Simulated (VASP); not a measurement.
Crystal: YPb3.

```
Y Pb
1.0
     4.81400    0.00000    0.00000
     0.00000    4.81400    0.00000
     0.00000    0.00000    4.81400
Y Pb
1 3
Direct
  0.00000 0.00000 0.00000
  0.00000 0.50000 0.50000
  0.50000 0.00000 0.50000
  0.50000 0.50000 0.00000
```

Base run:

| Property | Result |
| --- | --- |
| Program | VASP 6.6.1 |
| Functional | PBEsol |
| Potentials or basis | VASP PAW PBE potentials, release 64 (Y_sv, Pb_d) |
| Cutoff | 520 eV |
| k mesh | 6 × 6 × 6 |
| Occupations | gaussian, width 0.1 eV |
| Spin | no spin polarisation |

Its results: pressure -0.3 GPa.

Question: The run is repeated on the same cell with these changes: k mesh from 6 × 6 × 6 to 2 × 2 × 2. What comes out?

Answer: Pressure 1.3 GPa.

Caveats: some runs use coarse meshes; the PAW data sets were made with another functional, which shifts forces and pressure a little.
